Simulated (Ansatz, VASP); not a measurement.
## Two plane-wave programs on Zr3S2

File INCAR:

```
SYSTEM = Zr3S2
PREC = Accurate ; ENCUT = 600
EDIFF = 1E-6 ; ISMEAR = 0
SIGMA = 0.1 ; LREAL = .False.
LASPH = .True. ; NELM = 60
ALGO = Normal ; ISIF = 3
LWAVE = .False. ; LCHARG = .False.
GGA = PE ; IBRION = 2
NSW = 100 ; EDIFFG = -0.01
```

The input KPOINTS:

```
regular mesh
0
Gamma
  12 12 6
  0 0 0
```

Contents of POSCAR:

```
Zr3S2
1.0
    4.1309350305      0.0000000000      0.0000000000
   -2.0654675153      3.5774946778      0.0000000000
    0.0000000000      0.0000000000      6.4074547900
Zr S
3 2
Direct
    0.0000000000      0.0000000000      0.0000000000
    0.3333333333      0.6666666667      0.6494432599
    0.6666666667      0.3333333333      0.3505567401
    0.3333333333      0.6666666667      0.2176924846
    0.6666666667      0.3333333333      0.7823075154
```

Input for Ansatz:

```yaml
crystal:
  lattice:
    - [4.1309350305, 0.0, 0.0]
    - [-2.0654675153, 3.5774946778, 0.0]
    - [0.0, 0.0, 6.40745479]
  atoms:
    - { symbol: Zr, position: [0.0, 0.0, 0.0] }
    - { symbol: Zr, position: [0.3333333333, 0.6666666667, 0.6494432599] }
    - { symbol: Zr, position: [0.6666666667, 0.3333333333, 0.3505567401] }
    - { symbol: S, position: [0.3333333333, 0.6666666667, 0.2176924846] }
    - { symbol: S, position: [0.6666666667, 0.3333333333, 0.7823075154] }
basis:
  ecutwfc: 420
kpoints:
  mp_grid: { grid: [12, 12, 6] }
hamiltonian:
  xc: pbe
scf:
  occupations: { method: gaussian, width: 0.1 }
output:
  forces: true
  stress: true
  eigenvalues: true
  write_density: true
  write_potential: true
  elf: true
  volumetric_format: npy
relax:
  adjacent_minimum: "off"
  f_tol: 0.01
  max_steps: 80
  cell: { stress_tol: 0.05 }
```

Alike in both runs: task relaxation of cell and atoms; functional PBE; k mesh 12 × 12 × 6; occupations gaussian, width 0.1 eV; no spin polarisation.

|  | VASP | Ansatz |
| --- | --- | --- |
| version | VASP 6.6.1 | Ansatz 0.2.0 |
| potentials or method | VASP PAW PBE potentials, release 64 (Zr_sv, S), cutoff 600 eV | scalar-relativistic, plane waves, PAW |
| valence electrons in the cell | 48 | 48 |

|  | VASP | Ansatz | Ansatz less VASP |
| --- | --- | --- | --- |
| gap on the k mesh at the Fermi level, each at its own relaxed structure (eV) | none | none | - |
| relaxed volume (Å³/atom) | 19.00 | 18.99 | -0.009 |
| relaxed cell length with the largest relative difference (Å) | 6.415 | 6.418 | +0.0034 |

A gap of «none» marks a metal or a gap that the smearing closes.
